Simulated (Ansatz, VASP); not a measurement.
Two plane-wave programs on SiNi

The input INCAR:

```
SYSTEM = SiNi
PREC = Accurate ; ENCUT = 520
EDIFF = 1E-6 ; ISMEAR = -1
SIGMA = 0.08 ; LREAL = .FALSE.
LASPH = .TRUE. ; NELM = 100
ALGO = Normal ; ISIF = 2
LWAVE = .FALSE. ; LCHARG = .TRUE.
LELF = .TRUE. ; LVHAR = .TRUE.
NBANDS = 14
```

Contents of KPOINTS:

```
Automatic mesh
0
G
  16 16 16
  0 0 0
```

The input POSCAR:

```
SiNi
1.0
    0.0000000000      2.0806052026      2.0806052026
    2.0806052026      0.0000000000      2.0806052026
    2.0806052026      2.0806052026      0.0000000000
Ni Si
1 1
Direct
    0.0000000000      0.0000000000      0.0000000000
    0.5000000000      0.5000000000      0.5000000000
```

Input for Ansatz:

```yaml
crystal:
  lattice:
    - [0.0, 2.0806052026, 2.0806052026]
    - [2.0806052026, 0.0, 2.0806052026]
    - [2.0806052026, 2.0806052026, 0.0]
  atoms:
    - { symbol: Ni, position: [0.0, 0.0, 0.0] }
    - { symbol: Si, position: [0.5, 0.5, 0.5] }
kpoints:
  mp_grid: { grid: [16, 16, 16] }
scf:
  occupations: { method: fermi_dirac, width: 0.08 }
hamiltonian:
  xc: lda
  pseudopotentials: { kind: paw }
output:
  forces: true
  stress: true
  eigenvalues: true
  populations: true
  write_density: true
  write_potential: true
  elf: true
  volumetric_format: npy
```

Change from the starting cell: volume scaled by 0.72, PAW files.

Alike in both runs: task single point; functional LDA; k mesh 16 × 16 × 16; occupations fermi-dirac, width 0.08 eV; no spin polarisation.

|  | VASP | Ansatz |
| --- | --- | --- |
| version | VASP 6.6.1 | Ansatz 0.2.0 |
| potentials or method | VASP PAW LDA potentials, release 64 (Ni, Si) | PAW with Ansatz's default frozen-core files, scalar-relativistic |
| plane-wave cutoff (eV) | 520 | 420 |
| valence electrons in the cell | 14 | 22 |

VASP gave:

```
pressure (GPa) : 113.4
```

Problem. What did Ansatz give for the same quantities?

Solution. Pressure (GPa): 112.4.

LDA's correlation is that of Perdew and Zunger in VASP and of Perdew and Wang (1992) in Ansatz. Both programs put the cell under a high pressure, so it lies far from rest at this level. VASP's potentials hold 14 valence electrons a cell and Ansatz's 22, so a difference there can come from the potentials and not from the codes.

Noted on VASP's run: the cell as given lies far from equilibrium.
